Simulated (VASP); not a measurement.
# Si (Fd-3m) in VASP: further runs

The runs below take Si through single point, relaxation of cell and atoms, with PBEsol.

Program: VASP 6.6.1. These are calculated values, not measurements. Logs are shortened: lines on timing, memory, paths and dates and some standing lists are left out, and cuts for length are marked.

## 1. The cell of the first run

The structure is cubic, space group Fd-3m (No. 227). The conventional cell has a = 5.644 Å, b = 5.644 Å, c = 5.644 Å, α = 90.00°, β = 90.00°, γ = 90.00°. Si (site symmetry -43m) has 4 Si at 2.44 Å within 3.2 Å.

## 2. Single point, PBEsol (volume scaled by 1.12)

INCAR reads:

```
PREC = Accurate
ENCUT = 520
EDIFF = 1E-6
ISMEAR = -1
SIGMA = 0.05
LREAL = F
LASPH = T
NELM = 80
ALGO = Normal
ISIF = 2
LWAVE = F
LCHARG = F
GGA = PS
NBANDS = 11
```

KPOINTS reads:

```
Automatic mesh
0
Gamma
  9 9 9
```

POSCAR reads:

```
Si
1.0
    0.0000000000      2.8221551308      2.8221551308
    2.8221551308      0.0000000000      2.8221551308
    2.8221551308      2.8221551308      0.0000000000
Si
2
Direct
    0.5000000000      0.5000000000      0.5000000000
    0.7500000000      0.7500000000      0.7500000000
```

Potentials or basis: VASP PAW PBE potentials, release 64 (Si).

Started as:

```console
$ cat potpaw_PBE.64/Si/POTCAR > POTCAR
$ mpirun -np 1 vasp_std > vasp.out
```

OUTCAR:

```text
PREC = Accurate
   ENCUT = 520
   EDIFF = 1E-6
   ISMEAR = -1
   LREAL = F
   LASPH = T
   NELM = 80
   ISIF = 2
   GGA = PS

 ion  position               nearest neighbor table
   1  0.500  0.500  0.500-   2 2.44   2 2.44   2 2.44   2 2.44
   2  0.750  0.750  0.750-   1 2.44   1 2.44   1 2.44   1 2.44

  LATTYP: Found a face centered cubic cell.
 ALAT       =     5.6443102616

  Lattice vectors:

 A1 = (   0.0000000000,   2.8221551308,   2.8221551308)
 A2 = (   2.8221551308,   0.0000000000,   2.8221551308)
 A3 = (   2.8221551308,   2.8221551308,   0.0000000000)

Analysis of symmetry for initial positions (statically):
=====================================================================
 Subroutine PRICEL returns:
 Original cell was already a primitive cell.

 Routine SETGRP: Setting up the symmetry group for a
 face centered cubic supercell.

 Subroutine GETGRP returns: Found 48 space group operations
 (whereof 24 operations were pure point group operations)
 out of a pool of 48 trial point group operations.

The static configuration has the point symmetry T_d .
 The point group associated with its full space group is O_h .

Analysis of symmetry for dynamics (positions and initial velocities):
=====================================================================
 Subroutine PRICEL returns:
 Original cell was already a primitive cell.

 Routine SETGRP: Setting up the symmetry group for a
 face centered cubic supercell.

 Subroutine GETGRP returns: Found 48 space group operations
 (whereof 24 operations were pure point group operations)
 out of a pool of 48 trial point group operations.

The dynamic configuration has the point symmetry T_d .
 The point group associated with its full space group is O_h .

 Subroutine INISYM returns: Found 48 space group operations
 (whereof 24 operations are pure point group operations),
 and found     1 'primitive' translations

----------------------------------------------------------------------------------------

                                     Primitive cell

  volume of cell :      44.9544

  direct lattice vectors                    reciprocal lattice vectors
     0.000000000  2.822155131  2.822155131    -0.177169566  0.177169566  0.177169566
     2.822155131  0.000000000  2.822155131     0.177169566 -0.177169566  0.177169566
     2.822155131  2.822155131  0.000000000     0.177169566  0.177169566 -0.177169566

  length of vectors
     3.991130061  3.991130061  3.991130061     0.306866690  0.306866690  0.306866690

  position of ions in fractional coordinates (direct lattice)
     0.500000000  0.500000000  0.500000000
     0.750000000  0.750000000  0.750000000

  ion indices of the primitive-cell ions
   primitive index   ion index
                 1           1
                 2           2

----------------------------------------------------------------------------------------

 KPOINTS: Automatic mesh

Automatic generation of k-mesh.
 Grid dimensions read from file:
 generate k-points for:    9    9    9

 Generating k-lattice:

  Cartesian coordinates                     Fractional coordinates (reciprocal lattice)
    -0.019685507  0.019685507  0.019685507     0.111111111  0.000000000  0.000000000
     0.019685507 -0.019685507  0.019685507     0.000000000  0.111111111  0.000000000
     0.019685507  0.019685507 -0.019685507     0.000000000  0.000000000  0.111111111

  Length of vectors
     0.034096299  0.034096299  0.034096299

  Shift w.r.t. Gamma in fractional coordinates (k-lattice)
     0.000000000  0.000000000  0.000000000

 Subroutine IBZKPT returns following result:
 ===========================================

 Found     35 irreducible k-points:

 Following reciprocal coordinates:
            Coordinates               Weight
  0.000000  0.000000  0.000000      1.000000
  0.111111  0.000000  0.000000      8.000000
  0.222222  0.000000  0.000000      8.000000
  0.333333  0.000000  0.000000      8.000000
  0.444444  0.000000  0.000000      8.000000
  0.111111  0.111111  0.000000      6.000000
[... 16 lines left out ...]
 -0.333333  0.333333  0.000000     12.000000
  0.444444  0.444444  0.000000      6.000000
 [... further k-points ...]
   k-points           NKPTS =     35   k-points in BZ     NKDIM =     35   number of bands    NBANDS=     11
   number of dos      NEDOS =    301   number of ions     NIONS =      2
   total plane-waves  NPLWV =  27000
   dimension x,y,z NGX =    30 NGY =   30 NGZ =   30
   dimension x,y,z NGXF=    60 NGYF=   60 NGZF=   60
   ions per type =               2
   NGX,Y,Z   is equivalent  to a cutoff of  12.50, 12.50, 12.50 a.u.
   NGXF,Y,Z  is equivalent  to a cutoff of  24.99, 24.99, 24.99 a.u.
 SYSTEM =  unknown system
   PREC   = accura    normal or accurate (medium, high low for compatibility)
   ISTART =      0    job   : 0-new  1-cont  2-samecut
   ICHARG =      2    charge: 1-file 2-atom 10-const
   ISPIN  =      1    spin polarized calculation?
   LNONCOLLINEAR =      F non collinear calculations
   LSORBIT =      F    spin-orbit coupling
   LASPH  =      T    aspherical Exc in radial PAW
   ENCUT  =  520.0 eV  38.22 Ry    6.18 a.u.   7.42  7.42  7.42*2*pi/ulx,y,z
   NELM   =     80;   NELMIN=  2; NELMDL= -5     # of ELM steps
   EDIFF  = 0.1E-05   stopping-criterion for ELM
   LREAL  =      F    real-space projection
   EDIFFG = 0.1E-04   stopping-criterion for IOM
   NSW    =      0    number of steps for IOM
   IBRION =     -1    ionic relax: 0-MD 1-quasi-New 2-CG
   NFREE  =      0    steps in history (QN), initial steepest desc. (CG)
   ISIF   =      2    stress and relaxation
   ISYM   =      2    0-nonsym 1-usesym 2-fastsym
   POTIM  = 0.5000    time-step for ionic-motion
   TEBEG  =    0.0;   TEEND  =   0.0 temperature during run
   PSTRESS=    0.0 pullay stress
   NELECT =       8.0000    total number of electrons
   NUPDOWN=      -1.0000    fix difference up-down
   EMIN   =  10.00;   EMAX   =-10.00  energy-range for DOS
   EFERMI =   0.00;   METHOD = LEGACY
   ISMEAR =    -1;   SIGMA  =   0.05  broadening in eV -4-tet -1-fermi 0-gaus
   EFERMI_NEDOS =   21; number of points for ismear=-14 and -15
   IALGO  =     38    algorithm
   IMIX   =      4    mixing-type and parameters
     AMIX     =   0.40;   BMIX     =  1.00
     AMIX_MAG =   1.60;   BMIX_MAG =  1.00
  volume/ion in A,a.u.               =      22.48       151.68
  Fermi-wavevector in a.u.,A,eV,Ry     =   0.920832  1.740121 11.536821  0.847932
  Thomas-Fermi vector in A             =   2.046182
   LORBIT       =      0    0 simple, 1 ext, 2 COOP (PROOUT), +10 PAW based schemes
   GGA     = PS    functional components
   LHFCALC =     F    Hartree Fock is set to
   AEXX    =    0.0000 exact exchange contribution
   IVDW    =     0    specifies the selected vdW correction
   LEPSILON=     F    determine dielectric tensor
   LRPA    =     F    only Hartree local field effects (RPA)
 non-spin polarized calculation
  energy-cutoff  :      520.00
  volume of cell :       44.95
 maximum number of plane-waves:      1243
 NGX is ok and might be reduce to    30
   NGX = 15   NGY = 15   NGZ = 15

 number of electron       7.9999999 magnetization

 Free energy of the ion-electron system (eV)
  ---------------------------------------------------
  ext. energy  EPLUGINS =         0.00000000
  ---------------------------------------------------
  free energy    TOTEN  =       -11.35426969 eV

  energy without entropy =      -11.35425523  energy(sigma->0) =      -11.35426246

 E-fermi :   4.9906     XC(G=0):  -9.1154

 val. band max:        4.6784259565   @ k =   0.0000   0.0000   0.0000
 cond. band min:       5.3380475172   @ k =   0.4444   0.4444   0.0000
 fundamental gap:      0.6596215608
 Fermi energy:         4.9905973370

 k-point     1 :       0.0000    0.0000    0.0000
  band No.  band energies     occupation
      1      -6.5528      2.00000
      2       4.6784      1.99612
      3       4.6784      1.99612
      4       4.6784      1.99612
      5       6.7362      0.00000
      6       7.1412      0.00000
      7       7.1412      0.00000
      8       7.1412      0.00000
      9      11.9385      0.00000
     10      12.2939      0.00000
     11      12.2939      0.00000

 k-point     2 :       0.1111    0.0000    0.0000
  band No.  band energies     occupation
      1      -6.4063      2.00000
      2       3.3177      2.00000
      3       4.4649      1.99995
      4       4.4649      1.99995
      5       6.7640      0.00000
      6       7.4554      0.00000
      7       7.4554      0.00000
      8       8.2318      0.00000
      9      11.8991      0.00000
     10      11.8991      0.00000
     11      12.5510      0.00000

 k-point     3 :       0.2222    0.0000    0.0000
  band No.  band energies     occupation
      1      -5.9768      2.00000
      2       1.3765      2.00000
      3       4.0763      2.00000
      4       4.0763      2.00000
      5       6.3351      0.00000
      6       7.9585      0.00000
      7       7.9585      0.00000
      8      10.1554      0.00000
      9      11.6639      0.00000
     10      11.6639      0.00000
     11      13.1769      0.00000
[... 267 lines left out ...]
 k-point    23 :      -0.3333    0.3333    0.0000
  band No.  band energies     occupation
      1      -3.6282      2.00000
      2      -1.8271      2.00000
      3       0.7269      2.00000
      4       2.7660      2.00000
      5       6.2214      0.00000
      6      10.2288      0.00000
      7      10.7130      0.00000
      8      11.1332      0.00000
      9      11.2836      0.00000
     10      12.1949      0.00000
     11      18.0976      0.00000

 k-point    24 :       0.4444    0.4444    0.0000
  band No.  band energies     occupation
      1      -3.5462      2.00000
      2      -1.9940      2.00000
      3       2.1424      2.00000
      4       2.1424      2.00000
      5       5.3380      0.00192
      6       5.7347      0.00000
      7      13.2410      0.00000
      8      13.2410      0.00000
      9      15.3496      0.00000
     10      15.8068      0.00000
     11      15.8079      0.00000

 [... further k-points ...]

------------------------ aborting loop because EDIFF is reached ----------------------------------------

  FORCE on cell =-STRESS in cart. coord.  units (eV):
  Direction    XX          YY          ZZ          XY          YZ          ZX
  --------------------------------------------------------------------------------------
  -------------------------------------------------------------------------------------
  Total       -2.3249324     -2.3249324     -2.3249324      0.0000000      0.0000000      0.0000000
  in kB      -82.8606366    -82.8606366    -82.8606366      0.0000000      0.0000000      0.0000000
  external PRESSURE =     -82.8606366 kB  Pullay stress =       0.0000000 kB

 VOLUME and BASIS-vectors are now :
 -----------------------------------------------------------------------------
  energy-cutoff  :      520.00
  volume of cell :       44.95
      direct lattice vectors                 reciprocal lattice vectors
     0.000000000  2.822155131  2.822155131    -0.177169566  0.177169566  0.177169566
     2.822155131  0.000000000  2.822155131     0.177169566 -0.177169566  0.177169566
     2.822155131  2.822155131  0.000000000     0.177169566  0.177169566 -0.177169566

 POSITION                                       TOTAL-FORCE (eV/Angst)
 -----------------------------------------------------------------------------------
      2.82216      2.82216      2.82216         0.000000      0.000000      0.000000
      4.23323      4.23323      4.23323        -0.000000     -0.000000     -0.000000
 -----------------------------------------------------------------------------------
    total drift:                                0.000000     -0.000000     -0.000000

  FREE ENERGIE OF THE ION-ELECTRON SYSTEM (eV)
  ---------------------------------------------------
  free  energy   TOTEN  =       -11.3542696854 eV

  energy  without entropy=      -11.3542552253  energy(sigma->0) =      -11.35426246
```

Run time: 10 s. Hardware: 1 thread of Intel Xeon 6975P-C, shared host; peak memory 0.16 GiB.

Results:

```yaml
Free_energy: -11.3543 eV
Pressure: -8.3 GPa
Band_gap_on_the_k_mesh: 0.66 eV, indirect (least direct gap 2.06 eV)
```

Caveat: the cell differs from its parent crystal (volume scaled by 1.12); the PAW data sets were made with another functional, which shifts forces and pressure a little. A k mesh can miss the band edges.

## 3. Relaxation of cell and atoms, PBEsol

This run uses another cell than the first one, of 20.02 Å³/atom, 0.891 times its volume.

INCAR reads:

```
SYSTEM = Si
ALGO = Normal ; EDIFF = 1E-6
EDIFFG = -0.01 ; ENCUT = 600
GGA = PS ; IBRION = 2
ISIF = 3 ; ISMEAR = -1
LASPH = .True. ; LCHARG = .False.
LREAL = .False. ; LWAVE = .False.
NELM = 80 ; NSW = 80
PREC = Accurate ; SIGMA = 0.05
```

KPOINTS reads:

```
k-points
0
Gamma
  6 6 6
  0 0 0
```

POSCAR reads:

```
Si
1.0
    0.0000000000      2.7153500000      2.7153500000
    2.7153500000      0.0000000000      2.7153500000
    2.7153500000      2.7153500000      0.0000000000
Si
2
Direct
    0.5000000000      0.5000000000      0.5000000000
    0.7500000000      0.7500000000      0.7500000000
```

Potentials or basis: VASP PAW PBE potentials, release 64 (Si).

Started as:

```console
$ cat potpaw_PBE.64/Si/POTCAR > POTCAR
$ mpirun -np 1 vasp_std > vasp.out
```

OUTCAR:

```text
SYSTEM = Si
   EDIFF = 1E-6
   EDIFFG = -0.01
   ENCUT = 600
   GGA = PS
   IBRION = 2
   ISIF = 3
   ISMEAR = -1
   LASPH = .True.
   LREAL = .False.
   NELM = 80
   NSW = 80
   PREC = Accurate

 ion  position               nearest neighbor table
   1  0.500  0.500  0.500-   2 2.35   2 2.35   2 2.35   2 2.35
   2  0.750  0.750  0.750-   1 2.35   1 2.35   1 2.35   1 2.35

  LATTYP: Found a face centered cubic cell.
 ALAT       =     5.4307000000

  Lattice vectors:

 A1 = (   0.0000000000,   2.7153500000,   2.7153500000)
 A2 = (   2.7153500000,   0.0000000000,   2.7153500000)
 A3 = (   2.7153500000,   2.7153500000,   0.0000000000)

Analysis of symmetry for initial positions (statically):
=====================================================================
 Subroutine PRICEL returns:
 Original cell was already a primitive cell.

 Routine SETGRP: Setting up the symmetry group for a
 face centered cubic supercell.

 Subroutine GETGRP returns: Found 48 space group operations
 (whereof 24 operations were pure point group operations)
 out of a pool of 48 trial point group operations.

The static configuration has the point symmetry T_d .
[... 146 lines left out ...]

 number of electron       7.9999999 magnetization

 Free energy of the ion-electron system (eV)
  ---------------------------------------------------
  ext. energy  EPLUGINS =         0.00000000
  ---------------------------------------------------
  free energy    TOTEN  =       -11.46742563 eV

  energy without entropy =      -11.46732744  energy(sigma->0) =      -11.46737653

------------------------ aborting loop because EDIFF is reached ----------------------------------------

  FORCE on cell =-STRESS in cart. coord.  units (eV):
  Direction    XX          YY          ZZ          XY          YZ          ZX
  --------------------------------------------------------------------------------------
  -------------------------------------------------------------------------------------
  Total        0.0860699      0.0860699      0.0860699     -0.0000000     -0.0000000     -0.0000000
  in kB        3.4439290      3.4439290      3.4439290     -0.0000000     -0.0000000     -0.0000000
  external PRESSURE =       3.4439290 kB  Pullay stress =       0.0000000 kB
[... 59 lines left out ...]
--------------------------------------- Ionic step        3  -------------------------------------------

 number of electron       7.9999999 magnetization

 Free energy of the ion-electron system (eV)
  ---------------------------------------------------
  ext. energy  EPLUGINS =         0.00000000
  ---------------------------------------------------
  free energy    TOTEN  =       -11.46757551 eV

  energy without entropy =      -11.46748256  energy(sigma->0) =      -11.46752904

 E-fermi :   6.0299     XC(G=0):  -9.5359

 val. band max:        5.7627340383   @ k =   0.0000   0.0000   0.0000
 cond. band min:       6.3542624719   @ k =   0.5000   0.5000   0.0000
 fundamental gap:      0.5915284336
 Fermi energy:         6.0299050693

 k-point     1 :       0.0000    0.0000    0.0000
  band No.  band energies     occupation
      1      -6.2052      2.00000
      2       5.7627      1.99049
      3       5.7627      1.99049
      4       5.7627      1.99049
      5       8.2747      0.00000
      6       8.2747      0.00000
      7       8.2747      0.00000
      8       9.0466      0.00000
[... 192 lines left out ...]
  FREE ENERGIE OF THE ION-ELECTRON SYSTEM (eV)
  ---------------------------------------------------
  free  energy   TOTEN  =       -11.4675755143 eV

  energy  without entropy=      -11.4674825587  energy(sigma->0) =      -11.46752904

 reached required accuracy - stopping structural energy minimisation
```

OSZICAR:

```text
N       E                     dE             d eps       ncg     rms          rms(c)
DAV:   1     0.959319668487E+01    0.95932E+01   -0.36335E+03   256   0.908E+02
DAV:   2    -0.114426801772E+02   -0.21036E+02   -0.20573E+02   424   0.896E+01
DAV:   3    -0.116949963235E+02   -0.25232E+00   -0.25232E+00   352   0.125E+01
DAV:   4    -0.116959773580E+02   -0.98103E-03   -0.98103E-03   424   0.820E-01
[... 14 lines left out ...]
       N       E                     dE             d eps       ncg     rms          rms(c)
DAV:   1    -0.114676168019E+02   -0.12224E-03   -0.15726E-03   280   0.228E-01    0.357E-02
DAV:   2    -0.114675883325E+02    0.28469E-04   -0.26579E-05   296   0.355E-02    0.216E-02
DAV:   3    -0.114675754018E+02    0.12931E-04   -0.32416E-05   304   0.289E-02    0.713E-03
DAV:   4    -0.114675755143E+02   -0.11255E-06   -0.27340E-07   144   0.500E-03
   3 F= -.11467576E+02 E0= -.11467529E+02  d E =-.149888E-03
```

CONTCAR:

```text
Si
   1.00000000000000
     0.0000000000000000    2.7185644496663977    2.7185644496663977
     2.7185644496663977    0.0000000000000000    2.7185644496663977
     2.7185644496663977    2.7185644496663977   -0.0000000000000000
  Si
     2
Direct
     0.5000000000000000    0.5000000000000000    0.5000000000000000
     0.7500000000000000    0.7500000000000000    0.7500000000000000

  0.00000000E+00  0.00000000E+00  0.00000000E+00
  0.00000000E+00  0.00000000E+00  0.00000000E+00
```

Run time: 7.2 s. Hardware: 1 thread of Intel Xeon 6975P-C, shared host; peak memory 0.17 GiB.

Results:

| Item | Value |
| --- | --- |
| Free energy | -11.4676 eV |
| Relaxed volume | 20.09 Å³/atom |
| Relaxed cell | a = 3.845 Å, b = 3.845 Å, c = 3.845 Å, α = 60.00°, β = 60.00°, γ = 60.00° |
| Space group after relaxing (to 0.05 Å) | Fd-3m (No. 227) |
| Energy gained by relaxing | 0.1 meV/atom |
| Ionic steps | 3 |
| Pressure after relaxing | 0.0 GPa |
| Band gap on the k mesh | 0.59 eV, indirect (least direct gap 2.51 eV) |

Step by step:
```
step  energy change (eV)  largest force (eV/Å)  pressure (GPa)  volume (Å³)
   1              0.0000                0.0000            0.34        40.04
   2             -0.0001                0.0000           -0.24        40.29
   3             -0.0001                0.0000            0.00        40.18
```

Final structure:
```xyz
2
Lattice="0.0000 2.7186 2.7186 2.7186 0.0000 2.7186 2.7186 2.7186 0.0000" Properties=species:S:1:pos:R:3 pbc="T T T"
Si    2.7186    2.7186    2.7186
Si    4.0778    4.0778    4.0778
```

Caveat: the PAW data sets were made with another functional, which shifts forces and pressure a little.
